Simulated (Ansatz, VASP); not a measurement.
# One calculation of BP, two programs

```
B P
1.0
     1.47889   -5.36338    0.00000
     1.47889    5.36338    0.00000
     0.00000    0.00000    3.08316
B P
2 2
Cartesian
  1.4789 -1.7920 0.7708
  1.4789 1.7920 2.3124
  1.4789 -3.7909 0.7708
  1.4789 3.7909 2.3124
```

Change from the starting cell: species swapped into the GdPd type (Cmcm, No. 63).

Alike in both runs: functional PBE; k mesh 6 × 6 × 4; occupations gaussian, width 0.1 eV; no spin polarisation.

Ansatz relaxed the structure, and its values are those at the end. VASP's run is a single point on that final structure, the one shown.

```csv
,VASP,Ansatz
version,VASP 6.6.1,Ansatz 0.2.0
potentials or method,"VASP PAW PBE potentials, release 64 (B, P), cutoff 520 eV","scalar-relativistic, plane waves, PAW"
valence electrons in the cell,16,16
```

Ansatz gave:

| Quantity | Value |
| --- | --- |
| gap on the k mesh at the Fermi level (eV) | none |
| pressure (GPa) | 0.0 |
| rms of the force components (eV/Å) | 0.007 |

**Question.** What did VASP give for the same quantities?

**Answer.** gap on the k mesh at the Fermi level (eV): none; pressure (GPa): -0.2; rms of the force components (eV/Å): 0.013.

A gap of «none» marks a metal or a gap that the smearing closes. The functional is the same, so the differences come from potentials, cutoffs and numerics.

The k mesh is coarse, so the values compare programs but aren't converged.
